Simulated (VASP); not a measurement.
# GaAs (F-43m) in VASP: single point with LDA

Aim: the single point of GaAs with LDA.

All numbers are computed with VASP 6.6.1; they aren't measurements. Logs are shortened: lines on timing, memory, paths and dates and some standing lists are left out, and cuts for length are marked.

### Step 1. The cell of the first run

Symmetry: F-43m, No. 216, cubic system. Conventional cell: a = 5.603 Å, b = 5.603 Å, c = 5.603 Å, α = 90.00°, β = 90.00°, γ = 90.00°. Ga (site symmetry -43m) has 4 As at 2.43 Å within 3.2 Å. Within 3.2 Å of As (site symmetry -43m) lie 4 Ga at 2.43 Å.

### Step 2. Single point, LDA

File INCAR:

```
ALGO = Normal
EDIFF = 1E-6
ENCUT = 500
GGA_COMPAT = F
ISIF = 2
ISMEAR = 0
LASPH = T
LCHARG = F
LREAL = F
LWAVE = F
NBANDS = 16
NELM = 120
PREC = Accurate
SIGMA = 0.1
```

File KPOINTS:

```
k-points
0
Gamma
  12 12 12
```

File POSCAR:

```
GaAs
1.0
    0.0000000000      2.8016907280      2.8016907280
    2.8016907280      0.0000000000      2.8016907280
    2.8016907280      2.8016907280      0.0000000000
Ga As
1 1
Direct
    0.0000000000      0.0000000000      0.0000000000
    0.7500000000      0.7500000000      0.7500000000
```

Potentials or basis: VASP PAW LDA potentials, release 64 (Ga_d, As).

Command:

```bash
cat potpaw_LDA.64/Ga_d/POTCAR potpaw_LDA.64/As/POTCAR > POTCAR
mpirun -np 1 vasp_std > vasp.out
```

OUTCAR:

```text
EDIFF = 1E-6
   ENCUT = 500
   ISIF = 2
   ISMEAR = 0
   LASPH = T
   LREAL = F
   NELM = 120
   PREC = Accurate

 ion  position               nearest neighbor table
   1  0.000  0.000  0.000-   2 2.43   2 2.43   2 2.43   2 2.43
   2  0.750  0.750  0.750-   1 2.43   1 2.43   1 2.43   1 2.43

  LATTYP: Found a face centered cubic cell.
 ALAT       =     5.6033814560

  Lattice vectors:

 A1 = (   0.0000000000,   2.8016907280,   2.8016907280)
 A2 = (   2.8016907280,   0.0000000000,   2.8016907280)
 A3 = (   2.8016907280,   2.8016907280,   0.0000000000)

Analysis of symmetry for initial positions (statically):
=====================================================================
 Subroutine PRICEL returns:
 Original cell was already a primitive cell.

 Routine SETGRP: Setting up the symmetry group for a
 face centered cubic supercell.

 Subroutine GETGRP returns: Found 24 space group operations
 (whereof 24 operations were pure point group operations)
 out of a pool of 48 trial point group operations.

The static configuration has the point symmetry T_d .

Analysis of symmetry for dynamics (positions and initial velocities):
=====================================================================
 Subroutine PRICEL returns:
 Original cell was already a primitive cell.

 Routine SETGRP: Setting up the symmetry group for a
 face centered cubic supercell.

 Subroutine GETGRP returns: Found 24 space group operations
 (whereof 24 operations were pure point group operations)
 out of a pool of 48 trial point group operations.

The dynamic configuration has the point symmetry T_d .

 Subroutine INISYM returns: Found 24 space group operations
 (whereof 24 operations are pure point group operations),
 and found     1 'primitive' translations

----------------------------------------------------------------------------------------

                                     Primitive cell

  volume of cell :      43.9836

  direct lattice vectors                    reciprocal lattice vectors
     0.000000000  2.801690728  2.801690728    -0.178463667  0.178463667  0.178463667
     2.801690728  0.000000000  2.801690728     0.178463667 -0.178463667  0.178463667
     2.801690728  2.801690728  0.000000000     0.178463667  0.178463667 -0.178463667

  length of vectors
     3.962189025  3.962189025  3.962189025     0.309108138  0.309108138  0.309108138

  position of ions in fractional coordinates (direct lattice)
     0.000000000  0.000000000  0.000000000
     0.750000000  0.750000000  0.750000000
[... 72 lines left out ...]
   LNONCOLLINEAR =      F non collinear calculations
   LSORBIT =      F    spin-orbit coupling
   LASPH  =      T    aspherical Exc in radial PAW
   ENCUT  =  500.0 eV  36.75 Ry    6.06 a.u.   7.22  7.22  7.22*2*pi/ulx,y,z
   NELM   =    120;   NELMIN=  2; NELMDL= -5     # of ELM steps
   EDIFF  = 0.1E-05   stopping-criterion for ELM
   LREAL  =      F    real-space projection
   EDIFFG = 0.1E-04   stopping-criterion for IOM
   NSW    =      0    number of steps for IOM
   IBRION =     -1    ionic relax: 0-MD 1-quasi-New 2-CG
   NFREE  =      0    steps in history (QN), initial steepest desc. (CG)
   ISIF   =      2    stress and relaxation
   ISYM   =      2    0-nonsym 1-usesym 2-fastsym
   POTIM  = 0.5000    time-step for ionic-motion
   TEBEG  =    0.0;   TEEND  =   0.0 temperature during run
   PSTRESS=    0.0 pullay stress
   NELECT =      18.0000    total number of electrons
   NUPDOWN=      -1.0000    fix difference up-down
   EMIN   =  10.00;   EMAX   =-10.00  energy-range for DOS
   EFERMI =   0.00;   METHOD = LEGACY
   ISMEAR =     0;   SIGMA  =   0.10  broadening in eV -4-tet -1-fermi 0-gaus
   EFERMI_NEDOS =   21; number of points for ismear=-14 and -15
   IALGO  =     38    algorithm
   IMIX   =      4    mixing-type and parameters
     AMIX     =   0.40;   BMIX     =  1.00
     AMIX_MAG =   1.60;   BMIX_MAG =  1.00
  volume/ion in A,a.u.               =      21.99       148.41
  Fermi-wavevector in a.u.,A,eV,Ry     =   1.215445  2.296859 20.099991  1.477308
  Thomas-Fermi vector in A             =   2.350832
   LORBIT       =      0    0 simple, 1 ext, 2 COOP (PROOUT), +10 PAW based schemes
   GGA     = CA    functional components
   LHFCALC =     F    Hartree Fock is set to
   AEXX    =    0.0000 exact exchange contribution
   IVDW    =     0    specifies the selected vdW correction
   LEPSILON=     F    determine dielectric tensor
   LRPA    =     F    only Hartree local field effects (RPA)
 non-spin polarized calculation
 Gauss-broadening in eV      SIGMA  =   0.10
  energy-cutoff  :      500.00
  volume of cell :       43.98
 maximum number of plane-waves:      1139
 NGX is ok and might be reduce to    30
   NGX = 15   NGY = 15   NGZ = 15

 number of electron      18.0000013 magnetization

 Free energy of the ion-electron system (eV)
  ---------------------------------------------------
  ext. energy  EPLUGINS =         0.00000000
  ---------------------------------------------------
  free energy    TOTEN  =        -9.64197154 eV

  energy without entropy =       -9.64197145  energy(sigma->0) =       -9.64197149

 E-fermi :   4.3369     XC(G=0): -10.0314

 val. band max:        4.0595323676   @ k =   0.0000   0.0000   0.0000
 cond. band min:       4.5949195929   @ k =   0.0000   0.0000   0.0000
 fundamental gap:      0.5353872253
 Fermi energy:         4.3368984478

 k-point     1 :       0.0000    0.0000    0.0000
  band No.  band energies     occupation
      1     -10.9184      2.00000
      2     -10.9184      2.00000
      3     -10.9184      2.00000
      4     -10.8336      2.00000
      5     -10.8336      2.00000
      6      -8.9002      2.00000
[... 433 lines left out ...]
      3     -10.8897      2.00000
      4     -10.8346      2.00000
      5     -10.8307      2.00000
      6      -6.8559      2.00000
[... 8 lines left out ...]
     15      14.4883      0.00000
     16      15.1638      0.00000

 [... further k-points ...]
[... 5 lines left out ...]
  --------------------------------------------------------------------------------------
  -------------------------------------------------------------------------------------
  Total        0.0850933      0.0850933      0.0850933     -0.0000000     -0.0000000     -0.0000000
  in kB        3.0996679      3.0996679      3.0996679     -0.0000000     -0.0000000     -0.0000000
  external PRESSURE =       3.0996679 kB  Pullay stress =       0.0000000 kB

 VOLUME and BASIS-vectors are now :
 -----------------------------------------------------------------------------
  energy-cutoff  :      500.00
  volume of cell :       43.98
      direct lattice vectors                 reciprocal lattice vectors
     0.000000000  2.801690728  2.801690728    -0.178463667  0.178463667  0.178463667
     2.801690728  0.000000000  2.801690728     0.178463667 -0.178463667  0.178463667
     2.801690728  2.801690728  0.000000000     0.178463667  0.178463667 -0.178463667

 POSITION                                       TOTAL-FORCE (eV/Angst)
 -----------------------------------------------------------------------------------
      0.00000      0.00000      0.00000         0.000000      0.000000      0.000000
      4.20254      4.20254      4.20254        -0.000000     -0.000000     -0.000000
 -----------------------------------------------------------------------------------
    total drift:                                0.000000      0.000000      0.000000

  FREE ENERGIE OF THE ION-ELECTRON SYSTEM (eV)
  ---------------------------------------------------
  free  energy   TOTEN  =        -9.6419715358 eV

  energy  without entropy=       -9.6419714491  energy(sigma->0) =       -9.64197149
```

stdout:

```text
POSCAR found type information on POSCAR GaAs
 POSCAR found :  2 types and       2 ions
 scaLAPACK will be used
 LDA part: xc-table for (Slater(with rela. corr.)+CA(PZ))
 , standard interpolation
 POSCAR, INCAR and KPOINTS ok, starting setup
 FFT: planning ... GRIDC
 FFT: planning ... GRID_SOFT
 FFT: planning ... GRID
 WAVECAR not read
 entering main loop
```

Wall time 67 s (1 thread of Intel Xeon 8259CL, shared host); peak memory 0.18 GiB.

Results:

```yaml
Free_energy: -9.6420 eV
Pressure: 0.3 GPa
Band_gap_on_the_k_mesh: 0.54 eV, direct
```

A k mesh can miss the band edges.
